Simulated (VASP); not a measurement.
# Zr2PdS3 (P6/mmm) in VASP: notebook, part 2 of 2

VASP 6.6.1. The steps go on from the part before.

### 5 Relaxation of cell and atoms, PBE

INCAR

```
PREC = Accurate ; ENCUT = 600
EDIFF = 1E-7 ; ISMEAR = 0
SIGMA = 0.1 ; LREAL = False
LASPH = True ; NELM = 100
ALGO = Normal ; ISIF = 3
LWAVE = False ; LCHARG = False
GGA = PE ; IBRION = 2
NSW = 90 ; EDIFFG = -0.04
```

KPOINTS

```
regular mesh
0
Gamma
  6 6 4
```

POSCAR

```
Zr2PdS3
1.0
    5.6171365200      0.0000000000      0.0000000000
   -2.8085682600      4.8645829200      0.0000000000
    0.0000000000      0.0000000000      4.6515717800
Zr Pd S
2 1 3
Direct
    0.3333333300      0.6666666700      0.0000000000
    0.6666666700      0.3333333300      0.0000000000
    0.0000000000      0.0000000000      0.0000000000
    0.5000000000      0.0000000000      0.5000000000
    0.0000000000      0.5000000000      0.5000000000
    0.5000000000      0.5000000000      0.5000000000
```

Potentials or basis: VASP PAW PBE potentials, release 64 (Zr_sv, Pd, S).

On the command line:

```sh
$ cat potpaw_PBE.64/Zr_sv/POTCAR potpaw_PBE.64/Pd/POTCAR potpaw_PBE.64/S/POTCAR > POTCAR
$ mpirun -np 1 vasp_std > vasp.out
```

OUTCAR:

```text
PREC = Accurate
   ENCUT = 600
   EDIFF = 1E-7
   ISMEAR = 0
   LREAL = False
   LASPH = True
   NELM = 100
   ISIF = 3
   GGA = PE
   IBRION = 2
   NSW = 90
   EDIFFG = -0.04

 ion  position               nearest neighbor table
   1  0.333  0.667  0.000-   4 2.84   4 2.84   5 2.84   5 2.84   6 2.84   6 2.84   2 3.24   3 3.24
                             2 3.24   3 3.24   3 3.24   2 3.24
   2  0.667  0.333  0.000-   4 2.84   4 2.84   5 2.84   5 2.84   6 2.84   6 2.84   1 3.24   3 3.24
                             1 3.24   3 3.24   3 3.24   1 3.24
   3  0.000  0.000  0.000-   1 3.24   2 3.24   1 3.24   2 3.24   2 3.24   1 3.24
   4  0.500  0.000  0.500-   1 2.84   2 2.84   1 2.84   2 2.84
   5  0.000  0.500  0.500-   1 2.84   2 2.84   1 2.84   2 2.84
   6  0.500  0.500  0.500-   1 2.84   2 2.84   1 2.84   2 2.84

  LATTYP: Found a hexagonal cell.
 ALAT       =     5.6171365200
 C/A-ratio  =     0.8281037435

  Lattice vectors:

 A1 = (   5.6171365200,   0.0000000000,   0.0000000000)
 A2 = (  -2.8085682600,   4.8645829200,   0.0000000000)
 A3 = (   0.0000000000,   0.0000000000,   4.6515717800)

Analysis of symmetry for initial positions (statically):
=====================================================================
[... 179 lines left out ...]

------------------------ aborting loop because EDIFF is reached ----------------------------------------

  FORCE on cell =-STRESS in cart. coord.  units (eV):
  Direction    XX          YY          ZZ          XY          YZ          ZX
  --------------------------------------------------------------------------------------
  -------------------------------------------------------------------------------------
  Total       -3.4989871     -3.4989871    -16.9382111      0.0000000      0.0000000      0.0000000
  in kB      -44.1054855    -44.1054855   -213.5097968      0.0000000      0.0000000      0.0000000
  external PRESSURE =    -100.5735893 kB  Pullay stress =       0.0000000 kB
[... 101 lines left out ...]
  FREE ENERGIE OF THE ION-ELECTRON SYSTEM (eV)
  ---------------------------------------------------
  free  energy   TOTEN  =       -37.3079448274 eV

  energy  without entropy=      -37.2955818768  energy(sigma->0) =      -37.30176335

[... ionic steps 4 to 8 ...]

--------------------------------------- Ionic step        9  -------------------------------------------

 number of electron      51.9999996 magnetization

------------------------ aborting loop because EDIFF is reached ----------------------------------------
[... 75 lines left out ...]
--------------------------------------- Ionic step       11  -------------------------------------------

 number of electron      52.0000009 magnetization

 Free energy of the ion-electron system (eV)
  ---------------------------------------------------
  ext. energy  EPLUGINS =         0.00000000
  ---------------------------------------------------
  free energy    TOTEN  =       -39.65065252 eV

  energy without entropy =      -39.61699378  energy(sigma->0) =      -39.63382315

 E-fermi :   7.3322     XC(G=0): -10.3562

 val. band max:        7.3194153409   @ k =   0.3333   0.0000   0.0000
 cond. band min:       7.3435450678   @ k =   0.3333   0.1667   0.5000
 fundamental gap:      0.0241297268
 Fermi energy:         7.3322223224

 k-point     1 :       0.0000    0.0000    0.0000
  band No.  band energies     occupation
      1     -42.9612      2.00000
      2     -42.9483      2.00000
      3     -21.1203      2.00000
      4     -21.1203      2.00000
      5     -20.9861      2.00000
      6     -20.9861      2.00000
[... 736 lines left out ...]
  FREE ENERGIE OF THE ION-ELECTRON SYSTEM (eV)
  ---------------------------------------------------
  free  energy   TOTEN  =       -39.6506525171 eV

  energy  without entropy=      -39.6169937800  energy(sigma->0) =      -39.63382315

 reached required accuracy - stopping structural energy minimisation
```

Wall time 26 min (1 thread of Intel Xeon 8259CL, shared host); peak memory 0.38 GiB.

Results:

```
Free energy                           : -39.6507 eV
Relaxed volume                        : 20.96 Å³/atom
Relaxed cell                          : a = 6.456 Å, b = 6.456 Å, c = 3.484 Å, α = 90.00°, β = 90.00°, γ = 120.00°
Space group after relaxing (to 0.1 Å) : P6/mmm (No. 191)
Energy gained by relaxing             : 608.3 meV/atom
Ionic steps                           : 11
Pressure after relaxing               : -0.2 GPa
Band gap on the k mesh                : zero (bands 26 and 27 overlap by 0.91 eV)
```

Step by step:
```csv
step,energy change (eV),largest force (eV/Å),pressure (GPa),volume (Å³)
1,0.0000,0.0000,-10.06,127.10
2,-1.2494,0.0000,11.08,103.70
3,-1.3070,0.0000,6.10,106.99
4,-2.4301,0.0000,9.86,108.59
5,-2.8870,0.0000,17.26,108.86
6,-3.2043,0.0000,12.13,113.99
7,-3.3751,0.0000,6.46,121.31
8,-3.3754,0.0000,5.86,122.24
9,-3.4990,0.0000,4.18,123.16
10,-3.6442,0.0000,0.56,125.30
11,-3.6497,0.0000,-0.18,125.77
```

Final structure:
```
CELL_PARAMETERS angstrom
6.45598 0.00000 0.00000
-3.22799 5.59104 0.00000
0.00000 0.00000 3.48424
ATOMIC_POSITIONS crystal
Zr 0.33333 0.66667 0.00000
Zr 0.66667 0.33333 0.00000
Pd 0.00000 0.00000 0.00000
S 0.50000 0.00000 0.50000
S 0.00000 0.50000 0.50000
S 0.50000 0.50000 0.50000
```

Levels at points of the mesh, in eV from the Fermi level:
```
           k point  band 22  band 23  band 24  band 25  band 26  band 27  band 28  band 29  band 30  band 31
(0.00, 0.00, 0.00)    -1.80    -1.43    -1.43    -0.94    -0.94    -0.12     0.07     0.07     0.13     0.13
(0.50, 0.00, 0.00)    -1.54    -1.23    -0.87    -0.84    -0.83    -0.04     0.20     0.51     1.47     1.47
(0.00, 0.00, 0.50)    -1.24    -0.89    -0.89    -0.84    -0.75    -0.75     1.63     1.63     1.64     2.54
(0.50, 0.00, 0.50)    -1.45    -1.40    -1.13    -1.05     0.03     0.17     0.91     1.16     2.02     2.27
```

Caveat: a cell axis changed by over 15 % at a fixed basis, so the end point is rough.

### 6 Overview

```csv
task,cell,k mesh,cutoff (eV),gap on the mesh (eV),pressure (GPa)
single point,"a = 5.617, b = 5.617, c = 4.652 Å, angles 90.0, 90.0, 120.0°, 6 atoms",6 × 6 × 4,520,none,-10.1
single point,"a = 6.434, b = 6.434, c = 3.499 Å, angles 90.0, 90.0, 120.0°, 6 atoms",6 × 6 × 12,520,none,-0.1
relaxation of cell and atoms,"relaxed from a = 6.444, b = 6.444, c = 3.486 Å, angles 90.0, 90.0, 120.0°, 6 atoms",3 × 3 × 6,600,none,0.1
relaxation of cell and atoms,"relaxed from a = 5.617, b = 5.617, c = 4.652 Å, angles 90.0, 90.0, 120.0°, 6 atoms",6 × 6 × 4,600,none,-0.2
```

Alike in all rows: level PBE; potentials or basis VASP PAW PBE potentials, release 64 (Zr_sv, Pd, S); no spin polarisation; smearing gaussian 0.1 eV.

Caveats: some runs use coarse meshes; the cell stands under tension (at least some runs); the relaxation stopped at its first step, so nothing moved (at least some runs); a cell axis changed by over 15 % at a fixed basis, so the end point is rough (at least some runs).

Absolute energies hang on the potentials; compare differences alone.
